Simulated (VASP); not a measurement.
# AlN (P6_3mc) in VASP: notebook

AlN is run at these levels: PBE; tasks: single point, relaxation of cell and atoms.

Program: VASP 6.6.1. These are calculated values, not measurements. Logs are shortened: lines on timing, memory, paths and dates and some standing lists are left out, and cuts for length are marked.

**Measured values to compare with.**

From “Structural and optical properties of self-assembled AlN nanowires grown on SiO2/Si substrates by molecular beam epitaxy”, 2024, arxiv:2402.00216, for a bulk crystal of AlN at 0 K: band gap 6.0343 eV (an exciton energy, a little under the gap).

How close the calculation comes is told below.

## (1) The cell of the first run

It takes space group P6_3mc (No. 186, hexagonal). The conventional cell has a = 3.130 Å, b = 3.130 Å, c = 5.018 Å, α = 90.00°, β = 90.00°, γ = 120.00°. Within 2.5 Å of Al (site symmetry 3m) lie 4 N at 1.90 to 1.91 Å. Within 2.5 Å of N (site symmetry 3m) lie 4 Al at 1.90 to 1.91 Å.

## (2) Single point, PBE

INCAR reads:

```
PREC     = Accurate       # precision mode
ENCUT    = 520            # plane-wave cutoff, eV
EDIFF    = 1E-6           # SCF threshold, eV
ISMEAR   = 1              # smearing method
SIGMA    = 0.01           # smearing width, eV
LREAL    = F              # projectors in reciprocal space
LASPH    = T              # aspherical terms in the spheres
NELM     = 80             # most SCF steps
ALGO     = Normal         # electronic algorithm
ISIF     = 2              # what is computed and relaxed
LWAVE    = F              # write WAVECAR
LCHARG   = F              # write CHGCAR
GGA      = PE             # functional
NBANDS   = 16             # bands
```

KPOINTS reads:

```
Automatic mesh
0
Gamma
  10 10 5
```

POSCAR reads:

```
AlN
1.0
    3.1302202761      0.0000000000      0.0000000000
   -1.5651101380      2.7108502785      0.0000000000
    0.0000000000      0.0000000000      5.0180089302
Al N
2 2
Direct
    0.3333333333      0.6666666667     -0.0007705374
    0.6666666667      0.3333333333      0.4992294626
    0.3333333333      0.6666666667      0.3807705374
    0.6666666667      0.3333333333      0.8807705374
```

Potentials or basis: VASP PAW PBE potentials, release 64 (Al, N).

On the command line:

```
$ cat potpaw_PBE.64/Al/POTCAR potpaw_PBE.64/N/POTCAR > POTCAR
$ mpirun -np 1 vasp_std > vasp.out
```

OUTCAR:

```text
PREC = Accurate
   ENCUT = 520
   EDIFF = 1E-6
   ISMEAR = 1
   LREAL = F
   LASPH = T
   NELM = 80
   ISIF = 2
   GGA = PE

 ion  position               nearest neighbor table
   1  0.333  0.667  0.999-   4 1.90   4 1.90   4 1.90   3 1.91   2 3.09   2 3.09   2 3.09   2 3.09
                             2 3.09   2 3.09
   2  0.667  0.333  0.499-   3 1.90   3 1.90   3 1.90   4 1.91   1 3.09   1 3.09   1 3.09   1 3.09
                             1 3.09   1 3.09
   3  0.333  0.667  0.381-   2 1.90   2 1.90   2 1.90   1 1.91
   4  0.667  0.333  0.881-   1 1.90   1 1.90   1 1.90   2 1.91

  LATTYP: Found a hexagonal cell.
 ALAT       =     3.1302202761
 C/A-ratio  =     1.6030849230

  Lattice vectors:

 A1 = (   3.1302202761,   0.0000000000,   0.0000000000)
 A2 = (  -1.5651101380,   2.7108502785,   0.0000000000)
 A3 = (   0.0000000000,   0.0000000000,   5.0180089302)

Analysis of symmetry for initial positions (statically):
=====================================================================
 Subroutine PRICEL returns:
 Original cell was already a primitive cell.

 Routine SETGRP: Setting up the symmetry group for a
 hexagonal supercell.

 Subroutine GETGRP returns: Found 12 space group operations
 (whereof  6 operations were pure point group operations)
 out of a pool of 24 trial point group operations.

The static configuration has the point symmetry C_3v.
 The point group associated with its full space group is C_6v.

Analysis of symmetry for dynamics (positions and initial velocities):
=====================================================================
 Subroutine PRICEL returns:
 Original cell was already a primitive cell.

 Routine SETGRP: Setting up the symmetry group for a
 hexagonal supercell.

 Subroutine GETGRP returns: Found 12 space group operations
 (whereof  6 operations were pure point group operations)
 out of a pool of 24 trial point group operations.

The dynamic configuration has the point symmetry C_3v.
 The point group associated with its full space group is C_6v.

 Subroutine INISYM returns: Found 12 space group operations
 (whereof  6 operations are pure point group operations),
 and found     1 'primitive' translations

----------------------------------------------------------------------------------------

[... 91 lines left out ...]
   LNONCOLLINEAR =      F non collinear calculations
   LSORBIT =      F    spin-orbit coupling
   LASPH  =      T    aspherical Exc in radial PAW
   ENCUT  =  520.0 eV  38.22 Ry    6.18 a.u.   5.82  5.82  9.33*2*pi/ulx,y,z
   NELM   =     80;   NELMIN=  2; NELMDL= -5     # of ELM steps
   EDIFF  = 0.1E-05   stopping-criterion for ELM
   LREAL  =      F    real-space projection
   EDIFFG = 0.1E-04   stopping-criterion for IOM
   NSW    =      0    number of steps for IOM
   IBRION =     -1    ionic relax: 0-MD 1-quasi-New 2-CG
   NFREE  =      0    steps in history (QN), initial steepest desc. (CG)
   ISIF   =      2    stress and relaxation
   ISYM   =      2    0-nonsym 1-usesym 2-fastsym
   POTIM  = 0.5000    time-step for ionic-motion
   TEBEG  =    0.0;   TEEND  =   0.0 temperature during run
   PSTRESS=    0.0 pullay stress
   NELECT =      16.0000    total number of electrons
   NUPDOWN=      -1.0000    fix difference up-down
   EMIN   =  10.00;   EMAX   =-10.00  energy-range for DOS
   EFERMI =   0.00;   METHOD = LEGACY
   ISMEAR =     1;   SIGMA  =   0.01  broadening in eV -4-tet -1-fermi 0-gaus
   EFERMI_NEDOS =   21; number of points for ismear=-14 and -15
   IALGO  =     38    algorithm
   IMIX   =      4    mixing-type and parameters
     AMIX     =   0.40;   BMIX     =  1.00
     AMIX_MAG =   1.60;   BMIX_MAG =  1.00
  volume/ion in A,a.u.               =      10.65        71.84
  Fermi-wavevector in a.u.,A,eV,Ry     =   1.181347  2.232422 18.988033  1.395581
  Thomas-Fermi vector in A             =   2.317622
   LORBIT       =      0    0 simple, 1 ext, 2 COOP (PROOUT), +10 PAW based schemes
   GGA     = PE    functional components
   LHFCALC =     F    Hartree Fock is set to
   AEXX    =    0.0000 exact exchange contribution
   IVDW    =     0    specifies the selected vdW correction
   LEPSILON=     F    determine dielectric tensor
   LRPA    =     F    only Hartree local field effects (RPA)
 non-spin polarized calculation
 Methfessel and Paxton  Order N= 1 SIGMA  =   0.01
  energy-cutoff  :      520.00
  volume of cell :       42.58
 maximum number of plane-waves:      1158
 NGX is ok and might be reduce to    24
   NGX = 11   NGY = 11   NGZ = 19

 number of electron      15.9999998 magnetization

 Free energy of the ion-electron system (eV)
  ---------------------------------------------------
  ext. energy  EPLUGINS =         0.00000000
  ---------------------------------------------------
  free energy    TOTEN  =       -29.78050195 eV

  energy without entropy =      -29.78050195  energy(sigma->0) =      -29.78050195

 E-fermi :   6.0163     XC(G=0): -10.8269

 val. band max:        5.9642567765   @ k =   0.0000   0.0000   0.0000
 cond. band min:      10.0075321934   @ k =   0.0000   0.0000   0.0000
 fundamental gap:      4.0432754169
 Fermi energy:         6.0163416108

 k-point     1 :       0.0000    0.0000    0.0000
  band No.  band energies     occupation
      1      -9.1032      2.00000
      2      -7.0205      2.00000
      3       0.0589      2.00000
      4       5.1189      2.00000
      5       5.1189      2.00000
      6       5.7615      2.00000
[... 433 lines left out ...]
      3       0.5910      2.00000
      4       1.5006      2.00000
      5       3.0496      2.00000
      6       3.7837      2.00000
[... 8 lines left out ...]
     15      18.4065      0.00000
     16      20.5993      0.00000

 [... further k-points ...]
[... 5 lines left out ...]
  --------------------------------------------------------------------------------------
  -------------------------------------------------------------------------------------
  Total       -0.0725140     -0.0725140     -0.0565318     -0.0000000      0.0000000      0.0000000
  in kB       -2.7284779     -2.7284779     -2.1271172     -0.0000000      0.0000000      0.0000000
  external PRESSURE =      -2.5280243 kB  Pullay stress =       0.0000000 kB

 VOLUME and BASIS-vectors are now :
 -----------------------------------------------------------------------------
  energy-cutoff  :      520.00
  volume of cell :       42.58
      direct lattice vectors                 reciprocal lattice vectors
     3.130220276  0.000000000  0.000000000     0.319466335  0.184443975  0.000000000
    -1.565110138  2.710850279  0.000000000     0.000000000  0.368887949  0.000000000
     0.000000000  0.000000000  5.018008930     0.000000000  0.000000000  0.199282228

 POSITION                                       TOTAL-FORCE (eV/Angst)
 -----------------------------------------------------------------------------------
     -0.00000      1.80723      5.01414        -0.000000      0.000000      0.000767
      1.56511      0.90362      2.50514         0.000000      0.000000      0.000767
     -0.00000      1.80723      1.91071         0.000000      0.000000     -0.000767
      1.56511      0.90362      4.41971        -0.000000     -0.000000     -0.000767
 -----------------------------------------------------------------------------------
    total drift:                               -0.000000     -0.000000      0.000508

  FREE ENERGIE OF THE ION-ELECTRON SYSTEM (eV)
  ---------------------------------------------------
  free  energy   TOTEN  =       -29.7805019474 eV

  energy  without entropy=      -29.7805019474  energy(sigma->0) =      -29.78050195
```

OSZICAR:

```text
N       E                     dE             d eps       ncg     rms          rms(c)
DAV:   1     0.399672516334E+02    0.39967E+02   -0.73089E+03  1344   0.896E+02
DAV:   2    -0.309842294384E+02   -0.70951E+02   -0.64979E+02  1856   0.184E+02
DAV:   3    -0.344353551123E+02   -0.34511E+01   -0.34424E+01  1680   0.421E+01
DAV:   4    -0.344565103332E+02   -0.21155E-01   -0.21154E-01  1656   0.377E+00
DAV:   5    -0.344567901918E+02   -0.27986E-03   -0.27986E-03  1736   0.436E-01    0.121E+01
DAV:   6    -0.297655225078E+02    0.46913E+01   -0.10682E+01  1608   0.236E+01    0.411E+00
DAV:   7    -0.297922729838E+02   -0.26750E-01   -0.65732E-01  1472   0.571E+00    0.292E+00
DAV:   8    -0.297851811413E+02    0.70918E-02   -0.62112E-02  1552   0.230E+00    0.624E-01
DAV:   9    -0.297799454829E+02    0.52357E-02   -0.12389E-02  1816   0.822E-01    0.252E-01
DAV:  10    -0.297805850040E+02   -0.63952E-03   -0.23589E-03  1464   0.305E-01    0.137E-01
DAV:  11    -0.297804989165E+02    0.86088E-04   -0.18136E-04  1680   0.103E-01    0.344E-02
DAV:  12    -0.297805021221E+02   -0.32056E-05   -0.12274E-05  1480   0.280E-02    0.715E-03
DAV:  13    -0.297805019474E+02    0.17470E-06   -0.44523E-06  1624   0.162E-02
   1 F= -.29780502E+02 E0= -.29780502E+02  d E =0.496738E-15
```

stdout:

```text
POSCAR found type information on POSCAR AlN
 POSCAR found :  2 types and       4 ions
 scaLAPACK will be used
 LDA part: xc-table for (Slater+PW92), standard interpolation
 POSCAR, INCAR and KPOINTS ok, starting setup
 FFT: planning ... GRIDC
 FFT: planning ... GRID_SOFT
 FFT: planning ... GRID
 WAVECAR not read
 entering main loop
```

Wall time 15 s (1 thread of AMD EPYC 9R45 (Zen 5), shared host); peak memory 0.13 GiB.

Results:

- Free energy: -29.7805 eV
- Pressure: -0.3 GPa
- Band gap on the k mesh: 4.04 eV

## (3) Relaxation of cell and atoms, PBE

This run uses another cell than the first one, of 10.45 Å³/atom.

INCAR reads:

```
PREC = Accurate ; ENCUT = 600
EDIFF = 1E-7 ; ISMEAR = 1
SIGMA = 0.01 ; LREAL = False
LASPH = True ; NELM = 80
ALGO = Normal ; ISIF = 3
LWAVE = False ; LCHARG = False
GGA = PE ; IBRION = 2
NSW = 80 ; EDIFFG = -0.01
```

KPOINTS is that of step 2.

POSCAR reads:

```
AlN
1.0
    3.1130000000      0.0000000000      0.0000000000
   -1.5565000000      2.6959400000      0.0000000000
    0.0000000000      0.0000000000      4.9810000000
Al N
2 2
Direct
    0.3333333333      0.6666666667      0.0000000000
    0.6666666667      0.3333333333      0.5000000000
    0.3333333333      0.6666666667      0.3800000000
    0.6666666667      0.3333333333      0.8800000000
```

Potentials or basis: VASP PAW PBE potentials, release 64 (Al, N).

On the command line:

```
$ cat potpaw_PBE.64/Al/POTCAR potpaw_PBE.64/N/POTCAR > POTCAR
$ mpirun -np 1 vasp_std > vasp.out
```

Wall time 36 s (1 thread of AMD EPYC 9R45 (Zen 5), shared host); peak memory 0.15 GiB.

It converged, with:

- Free energy: -29.7826 eV
- Relaxed volume: 10.62 Å³/atom
- Relaxed cell: a = 3.127 Å, b = 3.127 Å, c = 5.018 Å, α = 90.00°, β = 90.00°, γ = 120.00°
- Space group after relaxing (to 0.1 Å): P6_3mc (No. 186)
- Energy gained by relaxing: 2.1 meV/atom
- Ionic steps: 3
- Pressure after relaxing: 0.0 GPa
- Largest force after relaxing: 0.003 eV/Å
- Band gap on the k mesh: 4.06 eV

Forces on the atoms (eV/Å):
```
Al   0.000  0.000 -0.003
Al   0.000  0.000 -0.003
N    0.000  0.000  0.003
N    0.000  0.000  0.003
```

Stress tensor (GPa, compression positive):
```
 0.06  0.00  0.00
 0.00  0.06  0.00
 0.00  0.00 -0.11
```

Step by step:
```csv
step,energy change (eV),largest force (eV/Å),pressure (GPa),volume (Å³)
1,0.0000,0.1289,3.33,41.80
2,-0.0018,0.0913,-2.78,43.13
3,-0.0083,0.0034,0.00,42.50
```

Final structure:
```xyz
4
Lattice="3.1273 0.0000 0.0000 -1.5637 2.7084 0.0000 0.0000 0.0000 5.0176" Properties=species:S:1:pos:R:3 pbc="T T T"
Al    0.0000    1.8056    5.0143
Al    1.5637    0.9028    2.5055
N     0.0000    1.8056    1.9100
N     1.5637    0.9028    4.4188
```

Levels at points of the mesh, in eV from the valence-band top:
```
           k point  band 5  band 6  band 7  band 8  band 9  band 10  band 11  band 12
(0.00, 0.00, 0.00)   -0.84   -0.19   -0.19    0.00    4.06     6.54    10.47    11.05
(0.50, 0.00, 0.00)   -3.29   -2.05   -1.74   -0.68    5.76     5.77     8.05    10.16
```

A hybrid or GW would open this gap; PBE tends to underestimate it. PBE usually gives volumes a little too large and moduli too small.

## (4) Comparison with measurements

Step 2. Measured gap of AlN: 6.0343 eV (an exciton energy, a little under the gap; 0 K; quoted in “Structural and optical properties of self-assembled AlN nanowires grown on SiO2/Si substrates by molecular beam epitaxy”, 2024, arxiv:2402.00216). This calculation gives 4.04 eV (-1.99 eV). 2 values of this kind are on record (6.034 to 6.0343 eV); this one was drawn at random. The value is that of PBE, without temperature or zero-point motion. Semilocal functionals fall short of measured gaps as a rule.
